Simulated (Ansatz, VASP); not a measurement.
One calculation of PbS, two programs

The input INCAR:

```
PREC = Accurate
ENCUT = 500
EDIFF = 1E-6
ISMEAR = 0
SIGMA = 0.05
LREAL = F
LASPH = T
NELM = 120
ALGO = Normal
ISIF = 2
LWAVE = F
LCHARG = F
GGA = PE
IVDW = 12
NBANDS = 28
GGA_COMPAT = F
```

The input KPOINTS:

```
regular mesh
0
Gamma
  6 6 3
```

File POSCAR:

```
PbS
1.0
    0.0000000000     -3.0043750300     -3.0061807900
    0.0000000000      3.0043750300     -3.0061807900
   11.7982770800      0.0000000000      0.0000000000
Pb S
2 2
Direct
    0.7433619700      0.2433619700      0.5981122217
    0.2433619700      0.7433619700      0.3595087092
    0.2356380300      0.7356380300      0.5876682642
    0.7356380300      0.2356380300      0.3699526667
```

Input for Ansatz:

```yaml
crystal:
  lattice:
    - [0.0, -3.00437503, -3.00618079]
    - [0.0, 3.00437503, -3.00618079]
    - [11.79827708, 0.0, 0.0]
  atoms:
    - { symbol: Pb, position: [0.74336197, 0.24336197, 0.5981122217] }
    - { symbol: Pb, position: [0.24336197, 0.74336197, 0.3595087092] }
    - { symbol: S, position: [0.23563803, 0.73563803, 0.5876682642] }
    - { symbol: S, position: [0.73563803, 0.23563803, 0.3699526667] }
basis:
  ecutwfc: 420
kpoints:
  mp_grid: { grid: [6, 6, 3] }
hamiltonian:
  xc: pbe
  dispersion: d3bj
scf:
  occupations: { method: gaussian, width: 0.05 }
output:
  forces: true
  stress: true
  eigenvalues: true
  write_density: true
  write_potential: true
  elf: true
  volumetric_format: npy
```

Alike in both runs: task single point; functional PBE; dispersion D3(BJ); k mesh 6 × 6 × 3; occupations gaussian, width 0.05 eV; no spin polarisation.

|  | VASP | Ansatz |
| --- | --- | --- |
| version | VASP 6.6.1 | Ansatz 0.2.0 |
| potentials or method | VASP PAW PBE potentials, release 64 (Pb_d, S), cutoff 500 eV | scalar-relativistic, plane waves, PAW |
| valence electrons in the cell | 40 | 40 |

Ansatz gave:

```
gap on the k mesh at the Fermi level (eV) : 2.07
least direct gap on the mesh (eV)         : 2.08
rms of the force components (eV/Å)        : 0.033
```

Q: Which values does VASP return?

A: gap on the k mesh at the Fermi level (eV): 2.07; least direct gap on the mesh (eV): 2.08; rms of the force components (eV/Å): 0.034.

Atom by atom the forces differ by 0.003 eV/Å (rms over components). Ansatz's warnings: xc potential rough in thin density.

Spin-orbit coupling is off throughout.
